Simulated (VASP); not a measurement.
# Nb (Im-3m) in VASP: settings compared

The runs below take Nb through single point, relaxation of cell and atoms, with PBE, PBE+D4, PBE+D3(BJ).

Everything below comes from runs of VASP 6.6.1. Logs are shortened: lines on timing, memory, paths and dates and some standing lists are left out, and cuts for length are marked.

## 1. The cell of the first run

The structure is cubic, space group Im-3m (No. 229). The conventional cell has a = 3.328 Å, b = 3.328 Å, c = 3.328 Å, α = 90.00°, β = 90.00°, γ = 90.00°. Within 3.8 Å of Nb (site symmetry m-3m) lie 14 Nb at 2.88 to 3.33 Å.

## 2. Single point, PBE

Input file INCAR:

```
PREC = Accurate
ENCUT = 500
EDIFF = 1E-6
ISMEAR = 0
SIGMA = 0.025
LREAL = False
LASPH = True
NELM = 120
ALGO = Normal
ISIF = 2
LWAVE = False
LCHARG = False
GGA = PE
NBANDS = 12
GGA_COMPAT = False
```

Input file KPOINTS:

```
Automatic mesh
0
Gamma
  11 11 11
```

Input file POSCAR:

```
Nb
1.0
   -1.6639500000      1.6639500000      1.6639500000
    1.6639500000     -1.6639500000      1.6639500000
    1.6639500000      1.6639500000     -1.6639500000
Nb
1
Direct
    0.0000000000      0.0000000000      0.0000000000
```

Potentials or basis: VASP PAW PBE potentials, release 64 (Nb_sv).

Command:

```sh
$ cat potpaw_PBE.64/Nb_sv/POTCAR > POTCAR
$ mpirun -np 1 vasp_std > vasp.out
```

OUTCAR:

```text
PREC = Accurate
   ENCUT = 500
   EDIFF = 1E-6
   ISMEAR = 0
   LREAL = False
   LASPH = True
   NELM = 120
   ISIF = 2
   GGA = PE

 ion  position               nearest neighbor table
   1  0.000  0.000  0.000-

  LATTYP: Found a body centered cubic cell.
 ALAT       =     3.3279000000

  Lattice vectors:

 A1 = (  -1.6639500000,   1.6639500000,   1.6639500000)
 A2 = (   1.6639500000,  -1.6639500000,   1.6639500000)
 A3 = (   1.6639500000,   1.6639500000,  -1.6639500000)

Analysis of symmetry for initial positions (statically):
=====================================================================
 Subroutine PRICEL returns:
 Original cell was already a primitive cell.

 Routine SETGRP: Setting up the symmetry group for a
 body centered cubic supercell.

 Subroutine GETGRP returns: Found 48 space group operations
 (whereof 48 operations were pure point group operations)
 out of a pool of 48 trial point group operations.

The static configuration has the point symmetry O_h .

Analysis of symmetry for dynamics (positions and initial velocities):
=====================================================================
 Subroutine PRICEL returns:
 Original cell was already a primitive cell.

 Routine SETGRP: Setting up the symmetry group for a
 body centered cubic supercell.

 Subroutine GETGRP returns: Found 48 space group operations
 (whereof 48 operations were pure point group operations)
 out of a pool of 48 trial point group operations.

The dynamic configuration has the point symmetry O_h .

 Subroutine INISYM returns: Found 48 space group operations
 (whereof 48 operations are pure point group operations),
 and found     1 'primitive' translations

----------------------------------------------------------------------------------------

                                     Primitive cell

  volume of cell :      18.4281

  direct lattice vectors                    reciprocal lattice vectors
    -1.663950000  1.663950000  1.663950000     0.000000000  0.300489798  0.300489798
     1.663950000 -1.663950000  1.663950000     0.300489798  0.000000000  0.300489798
     1.663950000  1.663950000 -1.663950000     0.300489798  0.300489798  0.000000000

  length of vectors
     2.882045941  2.882045941  2.882045941     0.424956748  0.424956748  0.424956748

  position of ions in fractional coordinates (direct lattice)
     0.000000000  0.000000000  0.000000000

  ion indices of the primitive-cell ions
   primitive index   ion index
                 1           1

----------------------------------------------------------------------------------------

 KPOINTS: Automatic mesh

Automatic generation of k-mesh.
 Grid dimensions read from file:
 generate k-points for:   11   11   11

 Generating k-lattice:

  Cartesian coordinates                     Fractional coordinates (reciprocal lattice)
     0.000000000  0.027317254  0.027317254     0.090909091  0.000000000  0.000000000
     0.027317254  0.000000000  0.027317254     0.000000000  0.090909091  0.000000000
     0.027317254  0.027317254  0.000000000     0.000000000  0.000000000  0.090909091

  Length of vectors
     0.038632432  0.038632432  0.038632432

  Shift w.r.t. Gamma in fractional coordinates (k-lattice)
     0.000000000  0.000000000  0.000000000

 Subroutine IBZKPT returns following result:
 ===========================================

 Found     56 irreducible k-points:

 Following reciprocal coordinates:
            Coordinates               Weight
  0.000000  0.000000  0.000000      1.000000
  0.090909  0.000000  0.000000     12.000000
  0.181818  0.000000  0.000000     12.000000
  0.272727  0.000000  0.000000     12.000000
  0.363636  0.000000  0.000000     12.000000
  0.454545  0.000000  0.000000     12.000000
[... 16 lines left out ...]
  0.272727  0.181818  0.090909     48.000000
  0.363636  0.181818  0.090909     24.000000
 [... further k-points ...]
   k-points           NKPTS =     56   k-points in BZ     NKDIM =     56   number of bands    NBANDS=     12
   number of dos      NEDOS =    301   number of ions     NIONS =      1
   total plane-waves  NPLWV =  13824
   dimension x,y,z NGX =    24 NGY =   24 NGZ =   24
   dimension x,y,z NGXF=    48 NGYF=   48 NGZF=   48
   ions per type =               1
   NGX,Y,Z   is equivalent  to a cutoff of  13.84, 13.84, 13.84 a.u.
   NGXF,Y,Z  is equivalent  to a cutoff of  27.69, 27.69, 27.69 a.u.
 SYSTEM =  unknown system
   PREC   = accura    normal or accurate (medium, high low for compatibility)
   ISTART =      0    job   : 0-new  1-cont  2-samecut
   ICHARG =      2    charge: 1-file 2-atom 10-const
   ISPIN  =      1    spin polarized calculation?
   LNONCOLLINEAR =      F non collinear calculations
   LSORBIT =      F    spin-orbit coupling
   LASPH  =      T    aspherical Exc in radial PAW
   ENCUT  =  500.0 eV  36.75 Ry    6.06 a.u.   5.25  5.25  5.25*2*pi/ulx,y,z
   NELM   =    120;   NELMIN=  2; NELMDL= -5     # of ELM steps
   EDIFF  = 0.1E-05   stopping-criterion for ELM
   LREAL  =      F    real-space projection
   EDIFFG = 0.1E-04   stopping-criterion for IOM
   NSW    =      0    number of steps for IOM
   IBRION =     -1    ionic relax: 0-MD 1-quasi-New 2-CG
   NFREE  =      0    steps in history (QN), initial steepest desc. (CG)
   ISIF   =      2    stress and relaxation
   ISYM   =      2    0-nonsym 1-usesym 2-fastsym
   POTIM  = 0.5000    time-step for ionic-motion
   TEBEG  =    0.0;   TEEND  =   0.0 temperature during run
   PSTRESS=    0.0 pullay stress
   NELECT =      13.0000    total number of electrons
   NUPDOWN=      -1.0000    fix difference up-down
   EMIN   =  10.00;   EMAX   =-10.00  energy-range for DOS
   EFERMI =   0.00;   METHOD = LEGACY
   ISMEAR =     0;   SIGMA  =   0.03  broadening in eV -4-tet -1-fermi 0-gaus
   EFERMI_NEDOS =   21; number of points for ismear=-14 and -15
   IALGO  =     38    algorithm
   IMIX   =      4    mixing-type and parameters
     AMIX     =   0.40;   BMIX     =  1.00
     AMIX_MAG =   1.60;   BMIX_MAG =  1.00
  volume/ion in A,a.u.               =      18.43       124.36
  Fermi-wavevector in a.u.,A,eV,Ry     =   1.457345  2.753983 28.896790  2.123854
  Thomas-Fermi vector in A             =   2.574157
   LORBIT       =      0    0 simple, 1 ext, 2 COOP (PROOUT), +10 PAW based schemes
   GGA     = PE    functional components
   LHFCALC =     F    Hartree Fock is set to
   AEXX    =    0.0000 exact exchange contribution
   IVDW    =     0    specifies the selected vdW correction
   LEPSILON=     F    determine dielectric tensor
   LRPA    =     F    only Hartree local field effects (RPA)
 non-spin polarized calculation
 Gauss-broadening in eV      SIGMA  =   0.03
  energy-cutoff  :      500.00
  volume of cell :       18.43
 maximum number of plane-waves:       478
 NGX is ok and might be reduce to    24
   NGX = 11   NGY = 11   NGZ = 11

 number of electron      12.9999999 magnetization

 Free energy of the ion-electron system (eV)
  ---------------------------------------------------
  ext. energy  EPLUGINS =         0.00000000
  ---------------------------------------------------
  free energy    TOTEN  =       -10.20626940 eV

  energy without entropy =      -10.20543898  energy(sigma->0) =      -10.20585419

 E-fermi :  10.7912     XC(G=0): -12.3859

 val. band max:       10.7906735183   @ k =   0.2727   0.0000   0.0000
 cond. band min:      10.7945372694   @ k =  -0.3636   0.3636   0.1818
 fundamental gap:      0.0038637512
 Fermi energy:        10.7911995676

 k-point     1 :       0.0000    0.0000    0.0000
  band No.  band energies     occupation
      1     -43.5611      2.00000
      2     -18.9036      2.00000
      3     -18.9036      2.00000
      4     -18.9036      2.00000
      5       4.9577      2.00000
      6      11.2217      0.00000
      7      11.2217      0.00000
      8      11.2217      0.00000
      9      14.0563      0.00000
     10      14.0563      0.00000
     11      25.0174      0.00000
     12      25.0174      0.00000

 k-point     2 :       0.0909    0.0000    0.0000
  band No.  band energies     occupation
      1     -43.5437      2.00000
      2     -19.0109      2.00000
      3     -18.9364      2.00000
      4     -18.9044      2.00000
      5       5.2859      2.00000
      6      11.0240      0.00000
      7      11.1666      0.00000
      8      11.5370      0.00000
      9      13.7782      0.00000
     10      14.0594      0.00000
     11      25.2694      0.00000
     12      25.5864      0.00000

 k-point     3 :       0.1818    0.0000    0.0000
  band No.  band energies     occupation
      1     -43.4968      2.00000
      2     -19.2918      2.00000
      3     -19.0234      2.00000
      4     -18.9067      2.00000
      5       6.1465      2.00000
      6      10.5409      2.00000
      7      10.9144      0.00000
      8      12.4505      0.00000
      9      13.4735      0.00000
     10      14.1050      0.00000
     11      25.5621      0.00000
     12      26.8173      0.00000
[... 286 lines left out ...]
 k-point    23 :       0.2727    0.1818    0.0909
  band No.  band energies     occupation
      1     -43.3386      2.00000
      2     -19.9392      2.00000
      3     -19.3922      2.00000
      4     -19.1037      2.00000
      5       8.6004      2.00000
      6       9.3830      2.00000
      7      10.5868      2.00000
      8      14.3061      0.00000
      9      14.7540      0.00000
     10      18.7874      0.00000
     11      22.1179      0.00000
     12      23.9080      0.00000

 k-point    24 :       0.3636    0.1818    0.0909
  band No.  band energies     occupation
      1     -43.3259      2.00000
      2     -19.9440      2.00000
      3     -19.4752      2.00000
      4     -19.1125      2.00000
      5       8.5144      2.00000
      6       9.3282      2.00000
      7      11.1361      0.00000
      8      14.4243      0.00000
      9      14.8174      0.00000
     10      19.6701      0.00000
     11      21.0463      0.00000
     12      23.3508      0.00000

 [... further k-points ...]

------------------------ aborting loop because EDIFF is reached ----------------------------------------

  FORCE on cell =-STRESS in cart. coord.  units (eV):
  Direction    XX          YY          ZZ          XY          YZ          ZX
  --------------------------------------------------------------------------------------
  -------------------------------------------------------------------------------------
  Total       -0.2443959     -0.2443959     -0.2443959      0.0000000      0.0000000     -0.0000000
  in kB      -21.2482764    -21.2482764    -21.2482764      0.0000000      0.0000000     -0.0000000
  external PRESSURE =     -21.2482764 kB  Pullay stress =       0.0000000 kB

 VOLUME and BASIS-vectors are now :
 -----------------------------------------------------------------------------
  energy-cutoff  :      500.00
  volume of cell :       18.43
      direct lattice vectors                 reciprocal lattice vectors
    -1.663950000  1.663950000  1.663950000     0.000000000  0.300489798  0.300489798
     1.663950000 -1.663950000  1.663950000     0.300489798  0.000000000  0.300489798
     1.663950000  1.663950000 -1.663950000     0.300489798  0.300489798  0.000000000

 POSITION                                       TOTAL-FORCE (eV/Angst)
 -----------------------------------------------------------------------------------
      0.00000      0.00000      0.00000         0.000000     -0.000000     -0.000000
 -----------------------------------------------------------------------------------
    total drift:                                0.000000      0.000000      0.000000

  FREE ENERGIE OF THE ION-ELECTRON SYSTEM (eV)
  ---------------------------------------------------
  free  energy   TOTEN  =       -10.2062693996 eV

  energy  without entropy=      -10.2054389813  energy(sigma->0) =      -10.20585419
```

Run time: 19 s. Hardware: 1 thread of Intel Xeon 8259CL, shared host; peak memory 0.14 GiB.

Results:

* Free energy: -10.2063 eV
* Pressure: -2.1 GPa

## 3. Single point, PBE

Input file INCAR:

```
PREC = Accurate
ENCUT = 500
EDIFF = 1E-6
ISMEAR = 0
SIGMA = 0.026000000000000002
LREAL = False
LASPH = True
NELM = 120
ALGO = Normal
ISIF = 2
LWAVE = False
LCHARG = True
GGA = PE
LELF = True
LVHAR = True
NBANDS = 12
GGA_COMPAT = False
```

Input file KPOINTS:

```
regular mesh
0
Gamma
  11 11 11
```

POSCAR is that of step 2.

Potentials or basis: VASP PAW PBE potentials, release 64 (Nb_sv).

Command:

```sh
$ cat potpaw_PBE.64/Nb_sv/POTCAR > POTCAR
$ mpirun -np 1 vasp_std > vasp.out
```

It took 18 s on 1 thread of Intel Xeon 8259CL, shared host; peak memory 0.14 GiB.

It converged, with:

```
Free energy : -10.2063 eV
Pressure    : -2.1 GPa
```

Levels at points of the mesh, in eV from the Fermi level:
```
           k point  band 3  band 4  band 5  band 6  band 7  band 8  band 9  band 10
(0.00, 0.00, 0.00)  -29.69  -29.69   -5.83    0.43    0.43    0.43    3.26     3.26
```

## 4. Single point, PBE+D4

This run uses another cell than the first one, of 17.91 Å³/atom, 0.972 times its volume.

Input file INCAR:

```
ALGO     = Normal         # electronic algorithm
EDIFF    = 1E-6           # SCF threshold, eV
ENCUT    = 500            # plane-wave cutoff, eV
GGA      = PE             # functional
GGA_COMPAT= F            
ISIF     = 2              # what is computed and relaxed
ISMEAR   = -1             # smearing method
IVDW     = 13             # dispersion correction
LASPH    = T              # aspherical terms in the spheres
LCHARG   = F              # write CHGCAR
LREAL    = F              # projectors in reciprocal space
LWAVE    = F              # write WAVECAR
NBANDS   = 12             # bands
NELM     = 120            # most SCF steps
PREC     = Accurate       # precision mode
SIGMA    = 0.05           # smearing width, eV
```

Input file KPOINTS:

```
k-points
0
Gamma
  11 11 11
```

Input file POSCAR:

```
Nb
1.0
   -1.6481458429      1.6481458429      1.6481458429
    1.6481458429     -1.6481458429      1.6481458429
    1.6481458429      1.6481458429     -1.6481458429
Nb
1
Direct
    0.0000000000      0.0000000000      0.0000000000
```

Command:

```sh
$ cat potpaw_PBE.64/Nb_sv/POTCAR > POTCAR
$ mpirun -np 1 vasp_std > vasp.out
```

It took 20 s on 1 thread of Intel Xeon 8259CL, shared host; peak memory 0.14 GiB.

It converged, with:

```
Free energy                : -10.5485 eV
Pressure                   : -0.4 GPa
Dispersion energy per atom : -0.336 eV
```

Levels at points of the mesh, in eV from the Fermi level:
```csv
k point,band 4,band 5,band 6,band 7,band 8,band 9
"(0.00, 0.00, 0.00)",-29.61,-5.91,0.40,0.40,0.40,3.33
```

Caveat: pairwise dispersion overbinds metals, which lowers pressure and volume.

(Part 1 of 2 ends here.)
